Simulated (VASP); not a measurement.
# MnO (P-6m2) in VASP: single point with r2SCAN+U

Aim: the single point of MnO with r2SCAN+U.

Program: VASP 6.6.1. These are calculated values, not measurements. Logs are shortened: lines on timing, memory, paths and dates and some standing lists are left out, and cuts for length are marked.

## (1) The cell of the first run

It takes space group P-6m2 (No. 187, hexagonal). Conventional cell: a = 2.969 Å, b = 2.969 Å, c = 2.898 Å, α = 90.00°, β = 90.00°, γ = 120.00°. Within 3.0 Å of Mn (site symmetry -6m2) lie 6 O at 2.24 Å and 8 Mn at 2.90 to 2.97 Å. Within 3.0 Å of O (site symmetry -6m2) lie 6 Mn at 2.24 Å and 8 O at 2.90 to 2.97 Å.

## (2) Single point, r2SCAN+U, collinear spin, ferromagnetic start

Contents of POSCAR:

```
MnO
1.0
    2.9694859100      0.0000000000      0.0000000000
   -1.4847429600      2.5716502300      0.0000000000
    0.0000000000      0.0000000000      2.8980711300
Mn O
1 1
Direct
    0.0000000000      0.0000000000      0.0000000000
    0.6666666667      0.3333333333      0.5000000000
```

Contents of INCAR.step1:

```
PREC = Accurate
ENCUT = 520
ISMEAR = 0
SIGMA = 0.05
LREAL = False
LASPH = True
NELM = 150
ISPIN = 2
MAGMOM = 5 0
LMAXMIX = 4
LDAU = True
LDAUTYPE = 2
LDAUL = 2 -1
LDAUU = 4 0
LDAUJ = 0 0
NBANDS = 20
GGA = PE
ALGO = Normal
EDIFF = 1E-4
LWAVE = True
LCHARG = False
```

Contents of INCAR.step2:

```
PREC = Accurate
ENCUT = 520
EDIFF = 1E-7
ISMEAR = 0
SIGMA = 0.05
LREAL = False
LASPH = True
NELM = 150
ALGO = Normal
ISIF = 2
LWAVE = False
LCHARG = True
ISPIN = 2
MAGMOM = 5 0
LORBIT = 11
LMAXMIX = 4
LDAU = True
LDAUTYPE = 2
LDAUL = 2 -1
LDAUU = 4 0
LDAUJ = 0 0
LDAUPRINT = 1
METAGGA = R2SCAN
LMIXTAU = True
LELF = True
LVHAR = True
NBANDS = 20
ISTART = 1
```

Contents of KPOINTS:

```
regular mesh
0
Gamma
  7 7 7
```

Potentials or basis: VASP PAW PBE potentials, release 64 (Mn_pv, O).

The run is started by

```bash
> cat potpaw_PBE.64/Mn_pv/POTCAR potpaw_PBE.64/O/POTCAR > POTCAR
> cp INCAR.step1 INCAR
> mpirun -np 1 vasp_std > vasp.out
> cp INCAR.step2 INCAR
> mpirun -np 1 vasp_std > vasp.out
```

OUTCAR:

```text
PREC = Accurate
   ENCUT = 520
   EDIFF = 1E-7
   ISMEAR = 0
   LREAL = False
   LASPH = True
   NELM = 150
   ISIF = 2
   ISPIN = 2
   LORBIT = 11
   METAGGA = R2SCAN
   ISTART = 1

 ion  position               nearest neighbor table
   1  0.000  0.000  0.000-   2 2.24   2 2.24   2 2.24   2 2.24   2 2.24   2 2.24
   2  0.667  0.333  0.500-   1 2.24   1 2.24   1 2.24   1 2.24   1 2.24   1 2.24

  LATTYP: Found a hexagonal cell.
 ALAT       =     2.9694859100
 C/A-ratio  =     0.9759504567

  Lattice vectors:

 A1 = (   2.9694859100,   0.0000000000,   0.0000000000)
 A2 = (  -1.4847429600,   2.5716502300,   0.0000000000)
 A3 = (   0.0000000000,   0.0000000000,   2.8980711300)

Analysis of symmetry for initial positions (statically):
=====================================================================
 Subroutine PRICEL returns:
 Original cell was already a primitive cell.

 Routine SETGRP: Setting up the symmetry group for a
 hexagonal supercell.

 Subroutine GETGRP returns: Found 12 space group operations
 (whereof 12 operations were pure point group operations)
 out of a pool of 24 trial point group operations.

The static configuration has the point symmetry D_3h.

Analysis of symmetry for dynamics (positions and initial velocities):
=====================================================================
 Subroutine PRICEL returns:
 Original cell was already a primitive cell.

 Routine SETGRP: Setting up the symmetry group for a
 hexagonal supercell.

 Subroutine GETGRP returns: Found 12 space group operations
 (whereof 12 operations were pure point group operations)
 out of a pool of 24 trial point group operations.

The dynamic configuration has the point symmetry D_3h.

Analysis of structural, dynamic, and magnetic symmetry:
=====================================================================
 Subroutine PRICEL returns:
 Original cell was already a primitive cell.

 Routine SETGRP: Setting up the symmetry group for a
 hexagonal supercell.

 Subroutine GETGRP returns: Found 12 space group operations
 (whereof 12 operations were pure point group operations)
 out of a pool of 24 trial point group operations.

The overall configuration has the point symmetry D_3h.

 Subroutine INISYM returns: Found 12 space group operations
 (whereof 12 operations are pure point group operations),
 and found     1 'primitive' translations

----------------------------------------------------------------------------------------

                                     Primitive cell

  volume of cell :      22.1311

  direct lattice vectors                    reciprocal lattice vectors
     2.969485910  0.000000000  0.000000000     0.336758628  0.194427685  0.000000000
    -1.484742960  2.571650230  0.000000000     0.000000000  0.388855369  0.000000000
     0.000000000  0.000000000  2.898071130     0.000000000  0.000000000  0.345057093

  length of vectors
     2.969485910  2.969485909  2.898071130     0.388855369  0.388855369  0.345057093

  position of ions in fractional coordinates (direct lattice)
     0.000000000  0.000000000  0.000000000
     0.666666667  0.333333333  0.500000000

  ion indices of the primitive-cell ions
   primitive index   ion index
                 1           1
                 2           2

[... 67 lines left out ...]
   LSORBIT =      F    spin-orbit coupling
   LASPH  =      T    aspherical Exc in radial PAW
   ENCUT  =  520.0 eV  38.22 Ry    6.18 a.u.   5.52  5.52  5.39*2*pi/ulx,y,z
   NELM   =    150;   NELMIN=  2; NELMDL=  0     # of ELM steps
   EDIFF  = 0.1E-06   stopping-criterion for ELM
   LREAL  =      F    real-space projection
   EDIFFG = 0.1E-05   stopping-criterion for IOM
   NSW    =      0    number of steps for IOM
   IBRION =     -1    ionic relax: 0-MD 1-quasi-New 2-CG
   NFREE  =      0    steps in history (QN), initial steepest desc. (CG)
   ISIF   =      2    stress and relaxation
   ISYM   =      2    0-nonsym 1-usesym 2-fastsym
   POTIM  = 0.5000    time-step for ionic-motion
   TEBEG  =    0.0;   TEEND  =   0.0 temperature during run
   PSTRESS=    0.0 pullay stress
   NELECT =      19.0000    total number of electrons
   NUPDOWN=      -1.0000    fix difference up-down
   EMIN   =  10.00;   EMAX   =-10.00  energy-range for DOS
   EFERMI =   0.00;   METHOD = LEGACY
   ISMEAR =     0;   SIGMA  =   0.05  broadening in eV -4-tet -1-fermi 0-gaus
   EFERMI_NEDOS =   21; number of points for ismear=-14 and -15
   IALGO  =     38    algorithm
   IMIX   =      4    mixing-type and parameters
     AMIX     =   0.40;   BMIX     =  1.00
     AMIX_MAG =   1.60;   BMIX_MAG =  1.00
  volume/ion in A,a.u.               =      11.07        74.67
  Fermi-wavevector in a.u.,A,eV,Ry     =   1.555937  2.940294 32.938881  2.420939
  Thomas-Fermi vector in A             =   2.659805
   LORBIT       =     11    0 simple, 1 ext, 2 COOP (PROOUT), +10 PAW based schemes
 LDA+U is selected, type is set to LDAUTYPE =  2
   angular momentum for each species LDAUL =     2   -1
   U (eV)           for each species LDAUU =   4.0  0.0
   J (eV)           for each species LDAUJ =   0.0  0.0
   METAGGA = R2SCAN    functional components
   LHFCALC =     F    Hartree Fock is set to
   AEXX    =    0.0000 exact exchange contribution
   IVDW    =     0    specifies the selected vdW correction
   LEPSILON=     F    determine dielectric tensor
   LRPA    =     F    only Hartree local field effects (RPA)
 spin polarized calculation
 Gauss-broadening in eV      SIGMA  =   0.05
  energy-cutoff  :      520.00
  volume of cell :       22.13
 maximum number of plane-waves:       617
 NGX is ok and might be reduce to    24
   NGX = 11   NGY = 11   NGZ = 11

atom =   1  type =  1  l = 2

 onsite density matrix

spin component  1

  0.9440  0.0000  0.0000 -0.0000 -0.0000
  0.0000  0.9723  0.0000 -0.0000  0.0000
  0.0000  0.0000  0.9423 -0.0000 -0.0000
 -0.0000 -0.0000 -0.0000  0.9723 -0.0000
 -0.0000  0.0000 -0.0000 -0.0000  0.9440

spin component  2

  0.0265  0.0000  0.0000 -0.0000 -0.0000
  0.0000  0.0554  0.0000 -0.0000  0.0000
  0.0000  0.0000  0.0169  0.0000 -0.0000
 -0.0000 -0.0000  0.0000  0.0554 -0.0000
 -0.0000  0.0000 -0.0000 -0.0000  0.0265

 occupancies and eigenvectors

  o =  0.0169  v =  0.0000  0.0000  0.0000  0.0000  0.0000 -0.0000 -0.0000  1.0000 -0.0000  0.0000      0.0000  0.0000  0.0000  0.0000  0.0000  0.0000  0.0000  0.0000  0.0000  0.0000
  o =  0.0265  v =  0.0000  0.0000  0.0000  0.0000  0.0000  0.9996 -0.0000  0.0000  0.0000  0.0283      0.0000  0.0000  0.0000  0.0000  0.0000  0.0000  0.0000  0.0000  0.0000  0.0000
  o =  0.0265  v =  0.0000  0.0000  0.0000  0.0000  0.0000  0.0283  0.0000  0.0000 -0.0000 -0.9996      0.0000  0.0000  0.0000  0.0000  0.0000  0.0000  0.0000  0.0000  0.0000  0.0000
  o =  0.0554  v =  0.0000  0.0000  0.0000  0.0000  0.0000 -0.0000 -0.9074 -0.0000 -0.4203 -0.0000      0.0000  0.0000  0.0000  0.0000  0.0000  0.0000  0.0000  0.0000  0.0000  0.0000
  o =  0.0554  v =  0.0000  0.0000  0.0000  0.0000  0.0000 -0.0000 -0.4203 -0.0000  0.9074 -0.0000      0.0000  0.0000  0.0000  0.0000  0.0000  0.0000  0.0000  0.0000  0.0000  0.0000
  o =  0.9423  v = -0.0000 -0.0000  1.0000  0.0000  0.0000  0.0000  0.0000  0.0000  0.0000  0.0000      0.0000  0.0000  0.0000  0.0000  0.0000  0.0000  0.0000  0.0000  0.0000  0.0000
  o =  0.9440  v = -0.4705 -0.0000  0.0000 -0.0000 -0.8824  0.0000  0.0000  0.0000  0.0000  0.0000      0.0000  0.0000  0.0000  0.0000  0.0000  0.0000  0.0000  0.0000  0.0000  0.0000
  o =  0.9440  v =  0.8824 -0.0000  0.0000 -0.0000 -0.4705  0.0000  0.0000  0.0000  0.0000  0.0000      0.0000  0.0000  0.0000  0.0000  0.0000  0.0000  0.0000  0.0000  0.0000  0.0000
  o =  0.9723  v = -0.0000 -0.9074 -0.0000 -0.4203  0.0000  0.0000  0.0000  0.0000  0.0000  0.0000      0.0000  0.0000  0.0000  0.0000  0.0000  0.0000  0.0000  0.0000  0.0000  0.0000
  o =  0.9723  v = -0.0000 -0.4203 -0.0000  0.9074  0.0000  0.0000  0.0000  0.0000  0.0000  0.0000      0.0000  0.0000  0.0000  0.0000  0.0000  0.0000  0.0000  0.0000  0.0000  0.0000

 number of electron      18.9999986 magnetization       4.9999994

 Free energy of the ion-electron system (eV)
  ---------------------------------------------------
  ext. energy  EPLUGINS =         0.00000000
  ---------------------------------------------------
  free energy    TOTEN  =       -23.11800832 eV

  energy without entropy =      -23.11800832  energy(sigma->0) =      -23.11800832

 E-fermi :   6.4010     XC(G=0): -12.4702

 val. band max:        5.9715391530   @ k =   0.2857   0.2857   0.0000
 cond. band min:       6.7044130319   @ k =   0.0000   0.0000   0.0000
 fundamental gap:      0.7328738789
 Fermi energy:         6.4010055531

 spin component 1

 k-point     1 :       0.0000    0.0000    0.0000
  band No.  band energies     occupation
      1     -45.7581      1.00000
      2     -45.7580      1.00000
      3     -45.6171      1.00000
      4     -13.5864      1.00000
      5       0.8460      1.00000
      6       0.8460      1.00000
[... 1097 lines left out ...]
     19      35.3899      0.00000
     20      36.8894      0.00000

 [... further k-points ...]

------------------------ aborting loop because EDIFF is reached ----------------------------------------

  FORCE on cell =-STRESS in cart. coord.  units (eV):
  Direction    XX          YY          ZZ          XY          YZ          ZX
  --------------------------------------------------------------------------------------
  -------------------------------------------------------------------------------------
  Total        1.3312631      1.3312631     -1.6989086     -0.0000000     -0.0000000      0.0000000
  in kB       96.3767487     96.3767484   -122.9924285     -0.0000002     -0.0000000      0.0000000
  external PRESSURE =      23.2536895 kB  Pullay stress =       0.0000000 kB

 VOLUME and BASIS-vectors are now :
 -----------------------------------------------------------------------------
  energy-cutoff  :      520.00
  volume of cell :       22.13
      direct lattice vectors                 reciprocal lattice vectors
     2.969485910  0.000000000  0.000000000     0.336758628  0.194427685  0.000000000
    -1.484742960  2.571650230  0.000000000     0.000000000  0.388855369  0.000000000
     0.000000000  0.000000000  2.898071130     0.000000000  0.000000000  0.345057093

 POSITION                                       TOTAL-FORCE (eV/Angst)
 -----------------------------------------------------------------------------------
      0.00000      0.00000      0.00000         0.000000     -0.000000      0.000000
      1.48474      0.85722      1.44904        -0.000000      0.000000      0.000000
 -----------------------------------------------------------------------------------
    total drift:                               -0.000007      0.000004      0.000000

  FREE ENERGIE OF THE ION-ELECTRON SYSTEM (eV)
  ---------------------------------------------------
  free  energy   TOTEN  =       -23.1180083211 eV

  energy  without entropy=      -23.1180083211  energy(sigma->0) =      -23.11800832

 total charge

# of ion       s       p       d       tot
------------------------------------------
    1        0.217   6.179   4.937  11.333
    2        1.558   3.477   0.000   5.035
--------------------------------------------------
tot          1.775   9.656   4.937  16.368

 magnetization (x)

# of ion       s       p       d       tot
------------------------------------------
    1        0.029   0.034   4.585   4.647
    2        0.022   0.119   0.000   0.142
--------------------------------------------------
tot          0.051   0.153   4.585   4.789
```

Wall time 80 s (1 thread of Intel Xeon Platinum 8175M at 2.50GHz (Skylake/Cascade Lake), shared host); peak memory 0.17 GiB.

What came out:

| Item | Value |
| --- | --- |
| Free energy | -23.1180 eV |
| Pressure | 2.3 GPa |
| Band gap on the k mesh | 0.73 eV, indirect (least direct gap 1.35 eV) |
| Net moment | 5.00 μB per cell |
| Site moments | Mn +4.65; O +0.14 μB |
| Valence electrons inside the program's atomic spheres | Mn 11.33; O 5.04 |

Levels at points of the mesh, in eV from the valence-band top:
Spin up:
```tsv
k point	band 9	band 10	band 11	band 12	band 13	band 14	band 15	band 16
(0.00, 0.00, 0.00)	-3.41	-2.54	-0.62	-0.62	0.73	14.34	16.35	16.35
```
Spin down:
```csv
k point,band 5,band 6,band 7,band 8,band 9,band 10
"(0.00, 0.00, 0.00)",-2.18,-1.88,-1.88,1.86,4.02,5.87
```

Eigenvalues of the final occupation matrices:
| site | spin | trace | eigenvalues |
| --- | --- | --- | --- |
| site 1 d | 1 | 4.77 | 0.94 0.94 0.94 0.97 0.97 |
| site 1 d | 2 | 0.18 | 0.02 0.03 0.03 0.06 0.06 |

Caveat: the PAW data sets were made with another functional, which shifts forces and pressure a little; a cell with one magnetic atom can't hold antiferromagnetic order, which such compounds often take. A k mesh can miss the band edges.
